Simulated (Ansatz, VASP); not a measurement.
## Os: VASP beside Ansatz

```
CELL_PARAMETERS angstrom
2.71752 0.00000 0.00000
-1.35876 2.35345 0.00000
0.00000 0.00000 4.28446
ATOMIC_POSITIONS crystal
Os 0.33333 0.66667 0.25000
Os 0.66667 0.33333 0.75000
```

Alike in both runs: task single point; functional LDA; k mesh 14 × 14 × 8; occupations fermi-dirac, width 0.1 eV; no spin polarisation.

|  | VASP | Ansatz |
| --- | --- | --- |
| version | VASP 6.6.1 | Ansatz 0.2.0 |
| potentials or method | VASP PAW LDA potentials, release 64 (Os_sv_GW), cutoff 560 eV | plane waves (420 eV) with PAW, scalar-relativistic |
| valence electrons in the cell | 32 | 32 |

Ansatz gave:

```
pressure (GPa)                                                : 0.1
traceless stress, the component that is largest in VASP (GPa) : 0.40
```

Task: Estimate VASP's values.

Result: Pressure (GPa): 0.6; traceless stress, the component that is largest in VASP (GPa): 0.54.

Ansatz warns that its potentials were made for another functional, while VASP's fit it. LDA's correlation is that of Perdew and Zunger in VASP and of Perdew and Wang (1992) in Ansatz.

Neither program's run includes spin-orbit coupling.
